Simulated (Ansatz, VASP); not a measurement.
# Two plane-wave programs on Ba

Contents of INCAR:

```
SYSTEM = Ba
PREC = Accurate
ENCUT = 600
EDIFF = 1E-6
ISMEAR = 0
SIGMA = 0.1
LREAL = .False.
LASPH = .True.
NELM = 80
ALGO = Fast
ISIF = 3
LWAVE = .False.
LCHARG = .False.
IBRION = 2
NSW = 100
EDIFFG = -0.002
```

File KPOINTS:

```
regular mesh
0
Gamma
  18 18 18
  0 0 0
```

Contents of POSCAR:

```
Ba
1.0
   -2.3784668516      2.3784668516      2.3784668516
    2.3784668516     -2.3784668516      2.3784668516
    2.3784668516      2.3784668516     -2.3784668516
Ba
1
Direct
    0.0000000000      0.0000000000      0.0000000000
```

Input for Ansatz:

```yaml
crystal:
  lattice:
    - [-2.3784668516, 2.3784668516, 2.3784668516]
    - [2.3784668516, -2.3784668516, 2.3784668516]
    - [2.3784668516, 2.3784668516, -2.3784668516]
  atoms:
    - { symbol: Ba, position: [0.0, 0.0, 0.0] }
basis:
  ecutwfc: 420
kpoints:
  mp_grid: { grid: [18, 18, 18] }
hamiltonian:
  xc: lda
  pseudopotentials: { kind: paw, azcp: { folder: soft_1 } }
scf:
  occupations: { method: gaussian, width: 0.1 }
output:
  forces: true
  stress: true
  eigenvalues: true
  write_density: true
  write_potential: true
  elf: true
  volumetric_format: npy
relax:
  adjacent_minimum: "off"
  f_tol: 0.002
  max_steps: 80
  cell: { stress_tol: 0.02 }
```

Alike in both runs: task relaxation of cell and atoms; functional LDA; k mesh 18 × 18 × 18; occupations gaussian, width 0.1 eV; no spin polarisation.

```csv
,VASP,Ansatz
version,VASP 6.6.1,Ansatz 0.2.0
potentials or method,"VASP PAW LDA potentials, release 64 (Ba_sv), cutoff 600 eV","scalar-relativistic, plane waves, PAW"
valence electrons in the cell,10,10
```

```csv
,VASP,Ansatz,Ansatz less VASP
"gap on the k mesh at the Fermi level, each at its own relaxed structure (eV)",none,none,-
relaxed volume (Å³/atom),54.17,53.82,-0.344
relaxed length of the cell vector where the two differ most in proportion (Å),4.128,4.120,-0.0088
```

Ansatz warns that its potentials were made for another functional, while VASP's fit it. LDA's correlation is that of Perdew and Zunger in VASP and of Perdew and Wang (1992) in Ansatz. A gap of «none» marks a metal or a gap that the smearing closes.

Neither program's run includes spin-orbit coupling.
